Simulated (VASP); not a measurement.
Here is a VASP 6.6.1 calculation.

INCAR

```
ALGO     = Normal         # electronic algorithm
EDIFF    = 1E-8           # SCF threshold, eV
ENCUT    = 400            # plane-wave cutoff, eV
GGA      = PS             # functional
GGA_COMPAT= False        
ISIF     = 2              # what is computed and relaxed
ISMEAR   = -1             # smearing method
LASPH    = True           # aspherical terms in the spheres
LCHARG   = False          # write CHGCAR
LEFG     = True         
LREAL    = False          # projectors in reciprocal space
LWAVE    = False          # write WAVECAR
NBANDS   = 15             # bands
NELM     = 120            # most SCF steps
PREC     = Accurate       # precision mode
SIGMA    = 0.02           # smearing width, eV
```

The input KPOINTS:

```
k-points
0
Gamma
  7 7 7
```

The input POSCAR:

```
KCl
1.0
    3.6340000000      0.0000000000      0.0000000000
    0.0000000000      3.6340000000      0.0000000000
    0.0000000000      0.0000000000      3.7430200000
K Cl
1 1
Direct
    0.0000000000      0.0000000000      0.0000000000
    0.5000000000      0.5000000000      0.5000000000
```

Potentials or basis: VASP PAW PBE potentials, release 64 (K_sv, Cl).

Command:

```sh
$ cat potpaw_PBE.64/K_sv/POTCAR potpaw_PBE.64/Cl/POTCAR > POTCAR
$ mpirun -np 1 vasp_std > vasp.out
```

Task: What does it give for the pressure?

Result: 1.5 GPa.

Task: Estimate the band gap on the k mesh.

Result: 5.17 eV (least direct gap 5.37 eV).

Electric field gradients, principal values (V/Å²):
```csv
atom,least,middle,greatest (by size)
1 K,1.919,1.919,-3.839
2 Cl,-3.755,-3.755,7.510
```

Caveat: the cell differs from its parent crystal (zz strain of +3 %); without QUAD_EFG the Cq values of the log hold for a quadrupole moment of 1 mb, not for the nuclei; the PAW data sets were made with another functional, which shifts forces and pressure a little. A k mesh can miss the band edges.
